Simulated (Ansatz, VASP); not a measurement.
## TiO2: VASP beside Ansatz

```
Ti O
1.0
    -0.00799    2.38884    2.38884
     2.38884   -0.00799    2.38884
     2.38884    2.38884   -0.00799
Ti O
1 2
Direct
  0.00000 0.00000 0.00000
  0.25020 0.25020 0.25020
  0.74980 0.74980 0.74980
```

Change from the starting cell: shear_111 strain -0.5%.

Alike in both runs: task single point; functional r2SCAN; k mesh 10 × 10 × 10; no spin polarisation.

|  | VASP | Ansatz |
| --- | --- | --- |
| version | VASP 6.6.1 | Ansatz 0.2.0 |
| potentials or method | VASP PAW PBE potentials, release 64 (Ti_sv, O) | plane waves, PAW |
| plane-wave cutoff (eV) | 520 | 500 |
| occupations | gaussian, width 0.01 eV | fixed |
| valence electrons in the cell | 24 | 24 |

Ansatz gave:

| Property | Result |
| --- | --- |
| gap on the k mesh at the Fermi level (eV) | 1.51 |
| pressure (GPa) | 1.4 |
| traceless stress, the component that is largest in VASP (GPa) | 0.12 |

**Question.** Estimate VASP's values.

**Answer.** gap on the k mesh at the Fermi level (eV): 1.55; pressure (GPa): 3.0; traceless stress, the component that is largest in VASP (GPa): 0.14.

VASP's potentials were made for PBE, not for r2SCAN.
